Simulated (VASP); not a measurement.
A run of VASP 6.6.1:

POSCAR

```
B
1.0
    0.0000000000      2.0271810083      2.0271810083
    2.0271810083      0.0000000000      2.0271810083
    2.0271810083      2.0271810083      0.0000000000
B
2
Direct
    0.1250000000      0.1250000000      0.1250000000
    0.8750000000      0.8750000000      0.8750000000
```

The input INCAR.step1:

```
SYSTEM = B
PREC     = Accurate       ! precision mode
ENCUT    = 550            ! plane-wave cutoff, eV
ISMEAR   = -1             ! smearing method
SIGMA    = 0.1            ! smearing width, eV
LREAL    = .FALSE.        ! projectors in reciprocal space
LASPH    = .TRUE.         ! aspherical terms in the spheres
NELM     = 120            ! most SCF steps
NBANDS   = 10             ! bands
GGA      = PE             ! functional
ALGO     = Normal         ! electronic algorithm
EDIFF    = 1E-5           ! SCF threshold, eV
LWAVE    = .TRUE.         ! write WAVECAR
LCHARG   = .FALSE.        ! write CHGCAR
GGA_COMPAT= .FALSE.
```

File INCAR.step2:

```
SYSTEM = B
PREC     = Accurate       ! precision mode
ENCUT    = 550            ! plane-wave cutoff, eV
EDIFF    = 1E-6           ! SCF threshold, eV
ISMEAR   = -1             ! smearing method
SIGMA    = 0.1            ! smearing width, eV
LREAL    = .FALSE.        ! projectors in reciprocal space
LASPH    = .TRUE.         ! aspherical terms in the spheres
NELM     = 120            ! most SCF steps
ALGO     = Normal         ! electronic algorithm
ISIF     = 2              ! what is computed and relaxed
LWAVE    = .FALSE.        ! write WAVECAR
LCHARG   = .FALSE.        ! write CHGCAR
METAGGA  = R2SCAN         ! meta-GGA
LMIXTAU  = .TRUE.       
NBANDS   = 10             ! bands
ISTART   = 1            
GGA_COMPAT= .FALSE.
```

Contents of KPOINTS:

```
regular mesh
0
G
  7 7 7
  0 0 0
```

Potentials or basis: VASP PAW PBE potentials, release 64 (B).

Launch:

```bash
$ cat potpaw_PBE.64/B/POTCAR > POTCAR
$ cp INCAR.step1 INCAR
$ mpirun -np 1 vasp_std > vasp.out
$ cp INCAR.step2 INCAR
$ mpirun -np 1 vasp_std > vasp.out
```

Hardware: 1 thread of Intel Xeon 8259CL, with other jobs on the host.

Question: Estimate the wall time of this run.

Answer: It took 24 s on 1 thread of Intel Xeon 8259CL, on a shared host, peak memory 0.13 GiB. Counts: k points 20.
